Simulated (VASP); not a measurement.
A run of VASP 6.6.1 is set up as follows.

Contents of INCAR:

```
SYSTEM = Na
ALGO     = Fast           ! electronic algorithm
EDIFF    = 1E-6           ! SCF threshold, eV
EDIFFG   = -0.008         ! ionic threshold
ENCUT    = 600            ! plane-wave cutoff, eV
GGA      = PS             ! functional
IBRION   = 2              ! ionic algorithm
ISIF     = 3              ! what is computed and relaxed
ISMEAR   = 0              ! smearing method
LASPH    = .True.         ! aspherical terms in the spheres
LCHARG   = .False.        ! write CHGCAR
LREAL    = .False.        ! projectors in reciprocal space
LWAVE    = .False.        ! write WAVECAR
NELM     = 80             ! most SCF steps
NSW      = 70             ! ionic steps
PREC     = Accurate       ! precision mode
PSTRESS  = 200.0        
SIGMA    = 0.1            ! smearing width, eV
```

Contents of KPOINTS:

```
k-points
0
Gamma
  20 20 20
  0 0 0
```

The input POSCAR:

```
Na
1.0
   -1.5358162759      1.5358162759      2.1524933294
    1.5358162759     -1.5358162759      2.1524933294
    1.5358162759      1.5358162759     -2.1524933294
Na
1
Direct
    0.0000000000      0.0000000000      0.0000000000
```

Potentials or basis: VASP PAW PBE potentials, release 64 (Na_pv).

The run is started by

```bash
$ cat potpaw_PBE.64/Na_pv/POTCAR > POTCAR
$ mpirun -np 1 vasp_std > vasp.out
```

Task: Estimate the relaxed volume.

Result: 18.13 Å³/atom.

Task: What does it give for the space group after relaxing (to 0.1 Å)?

Result: Fm-3m (No. 225).

Task: Estimate the band gap on the k mesh.

Result: Zero (an odd number of electrons rules out a gap without spin polarisation).

Task: Predict the relaxed cell.

Result: a = 2.945 Å, b = 2.945 Å, c = 2.945 Å, α = 119.71°, β = 119.71°, γ = 90.51°.

Step by step:
```
step  energy change (eV)  largest force (eV/Å)  pressure (GPa)  volume (Å³)
   1              0.0000                0.0000           13.55        20.31
   2              0.2408                0.0000           20.51        18.00
   3              0.2246                0.0000           19.72        18.13
   4              0.2304                0.0000           20.27        18.08
   5              0.2205                0.0000           19.71        18.16
   6              0.2250                0.0000           20.09        18.13
   7              0.2239                0.0000           19.96        18.13
```

Caveat: the cell is relaxed towards a set pressure, so the run minimises the enthalpy, not the energy; the PAW data sets were made with another functional, which shifts forces and pressure a little.
